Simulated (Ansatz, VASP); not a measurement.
**Cd in VASP and in Ansatz**

INCAR

```
PREC     = Accurate       # precision mode
ENCUT    = 520            # plane-wave cutoff, eV
EDIFF    = 1E-7           # SCF threshold, eV
ISMEAR   = -1             # smearing method
SIGMA    = 0.1            # smearing width, eV
LREAL    = False          # projectors in reciprocal space
LASPH    = True           # aspherical terms in the spheres
NELM     = 80             # most SCF steps
ALGO     = Normal         # electronic algorithm
ISIF     = 2              # what is computed and relaxed
LWAVE    = False          # write WAVECAR
LCHARG   = False          # write CHGCAR
GGA      = PS             # functional
NBANDS   = 12             # bands
```

KPOINTS

```
Automatic mesh
0
Gamma
  12 12 12
```

The input POSCAR:

```
Cd
1.0
    2.9794118662      0.0000000000      0.0000000000
    0.0000000000      2.9794118662      0.0000000000
    0.0000000000      0.0000000000      2.9794118662
Cd
1
Direct
    0.0000000000      0.0000000000      0.0000000000
```

Input for Ansatz:

```yaml
crystal:
  lattice:
    - [2.9794118662, 0.0, 0.0]
    - [0.0, 2.9794118662, 0.0]
    - [0.0, 0.0, 2.9794118662]
  atoms:
    - { symbol: Cd, position: [0.0, 0.0, 0.0] }
hamiltonian:
  xc: pbesol
  pseudopotentials:
    kind: paw
    azcp:
      Cd: "pseudopotentials/Cd.paw.azcp"
basis:
  ecutwfc: 420
  fft_grid_basis: typed
kpoints:
  mp_grid: { grid: [12, 12, 12], shift: [0, 0, 0] }
magnetization:
  spin_polarized: false
scf:
  occupations: { method: fermi_dirac, width: 0.1 }
  lower_state_search: "off"
output:
  stress: true
```

Alike in both runs: task single point; functional PBEsol; k mesh 12 × 12 × 12; occupations fermi-dirac, width 0.1 eV; no spin polarisation.

|  | VASP | Ansatz |
| --- | --- | --- |
| version | VASP 6.6.1 | Ansatz 0.2.0 |
| potentials or method | VASP PAW PBE potentials, release 64 (Cd), cutoff 520 eV | plane waves (420 eV) with PAW, scalar-relativistic |
| valence electrons in the cell | 12 | 20 |

Ansatz gave:

```
pressure (GPa) : -2.5
```

Which values does VASP return?

Pressure (GPa): -2.3.

VASP's potentials were made for PBE, not for PBEsol, and Ansatz warns of the same on its side. The functional is the same, so the differences come from potentials, cutoffs and numerics. VASP's potentials hold 12 valence electrons a cell and Ansatz's 20, so a difference there can come from the potentials and not from the codes.
